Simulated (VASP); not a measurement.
ZnS: single point with PBEsol

The system is ZnS.

```
Zn S
1.0
     3.87969    0.00000    0.00000
    -1.93985    3.35991    0.00000
     0.00000    0.00000    6.37002
Zn S
2 2
Direct
  0.33333 0.66667 0.01752
  0.66667 0.33333 0.51752
  0.33333 0.66667 0.37956
  0.66667 0.33333 0.87956
```

- Program: VASP 6.6.1
- Task: single point
- Functional: PBEsol
- Potentials or basis: VASP PAW PBE potentials, release 64 (Zn, S)
- Cutoff: 520 eV
- k mesh: 9 × 9 × 6
- Occupations: gaussian, width 0.05 eV
- Spin: no spin polarisation
- Dipole correction: no
- Further INCAR settings: ALGO = Normal; EDIFF = 1e-06; NBANDS = 26

| Quantity | Value |
| --- | --- |
| Pressure | -4.8 GPa |
| Largest force | 0.435 eV/Å |
| Band gap on the k mesh | 1.77 eV, direct |

Forces on the atoms (eV/Å):
```
Zn   0.000  0.000 -0.435
Zn   0.000  0.000 -0.435
S    0.000  0.000  0.435
S    0.000  0.000  0.435
```

Stress tensor (GPa, compression positive):
```
-5.51  0.00  0.00
 0.00 -5.51  0.00
 0.00  0.00 -3.41
```

Levels at points of the mesh, in eV from the valence-band top:
```csv
k point,band 16,band 17,band 18,band 19,band 20,band 21
"(0.00, 0.00, 0.00)",-0.21,0.00,0.00,1.77,3.00,6.23
"(0.00, 0.00, 0.50)",-0.47,-0.47,-0.47,3.32,3.32,6.58
```

It used 220 s of CPU time on 1 thread of AMD EPYC 7R13 Processor (Zen 3), on a shared host.

Caveat: the PAW data sets were made with another functional, which shifts forces and pressure a little. As with any semilocal functional, this PBEsol gap is likely too small.
